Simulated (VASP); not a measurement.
Input of a VASP 6.6.1 run:

Contents of INCAR:

```
PREC = Accurate
ENCUT = 520
EDIFF = 1E-7
ISMEAR = 0
SIGMA = 0.1
LREAL = False
LASPH = True
NELM = 150
ALGO = Normal
ISIF = 2
LWAVE = False
LCHARG = False
ISPIN = 2
MAGMOM = 0 0 0 1 1
LORBIT = 11
GGA = PE
NBANDS = 28
```

The input KPOINTS:

```
regular mesh
0
Gamma
  6 6 2
```

POSCAR

```
Cs2BN2
1.0
    4.3965088000      0.0000000000      0.0000000000
   -2.1982544000      3.8074883100      0.0000000000
    0.0000000000      0.0000000000      9.1282113400
Cs B N
2 1 2
Direct
    0.0000000000      0.0000000000      0.7383517200
    0.0000000000      0.0000000000      0.2616482800
    0.0000000000      0.0000000000      0.0000000000
    0.3333333300      0.6666666700      0.0000000000
    0.6666666700      0.3333333300      0.0000000000
```

Potentials or basis: VASP PAW PBE potentials, release 64 (Cs_sv, B, N).

The run is started by

```console
$ cat potpaw_PBE.64/Cs_sv/POTCAR potpaw_PBE.64/B/POTCAR potpaw_PBE.64/N/POTCAR > POTCAR
$ mpirun -np 1 vasp_std > vasp.out
```

Q: What does it give for the net moment?

A: 0.02 μB per cell.

Q: What does it give for the largest force?

A: 1.263 eV/Å.

Q: What does it give for the pressure?

A: -3.5 GPa.

Forces on the atoms (eV/Å):
```
Cs   0.000  0.000 -1.263
Cs   0.000  0.000  1.263
B    0.000  0.000  0.000
N    0.000  0.000  0.000
N    0.000  0.000  0.000
```

Caveat: the stress differs along the axes, from -9 to 8 GPa; forces of over 1 eV/Å act on the atoms, so gaps and moduli don't describe the material at rest.
